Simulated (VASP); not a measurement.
The system is KI.

```xyz
2
Lattice="0.0000 3.5678 3.5678 3.5678 0.0000 3.5678 3.5678 3.5678 0.0000" Properties=species:S:1:pos:R:3 pbc="T T T"
I     3.5678    3.5678    3.5678
K     0.0000    0.0000    0.0000
```

| Property | Result |
| --- | --- |
| Program | VASP 6.6.1 |
| Task | relaxation of cell and atoms |
| Functional | revPBE |
| Potentials or basis | VASP PAW PBE potentials, release 64 (I, K_sv) |
| Cutoff | 690 eV |
| k mesh | 7 × 7 × 7 |
| Occupations | gaussian, width 0.03 eV |
| Spin | no spin polarisation |

At the start: pressure 1.2 GPa; volume 45.41 Å³/atom.

**Question.** How do energy, volume and symmetry change on relaxing?

**Answer.** Over 7 steps the energy falls by 17.0 meV/atom and the volume is 50.63 Å³/atom (+11.5 %); space group Fm-3m (No. 225, to 0.1 Å) before and after.

Step by step:
```tsv
step	energy change (eV)	largest force (eV/Å)	pressure (GPa)	volume (Å³)
1	0.0000	0.0000	1.15	90.83
2	-0.0233	0.0000	0.59	95.18
3	-0.0314	0.0000	-0.24	104.44
4	-0.0337	0.0000	-0.02	101.54
5	-0.0338	0.0000	0.00	101.25
6	-0.0339	0.0000	0.00	101.25
7	-0.0339	0.0000	0.00	101.25
```

Final structure:
```
I K
1.0
     0.00000    3.69937    3.69937
     3.69937    0.00000    3.69937
     3.69937    3.69937    0.00000
I K
1 1
Direct
  0.50000 0.50000 0.50000
  0.00000 0.00000 0.00000
```

Caveat: the PAW data sets were made with another functional, which shifts forces and pressure a little.
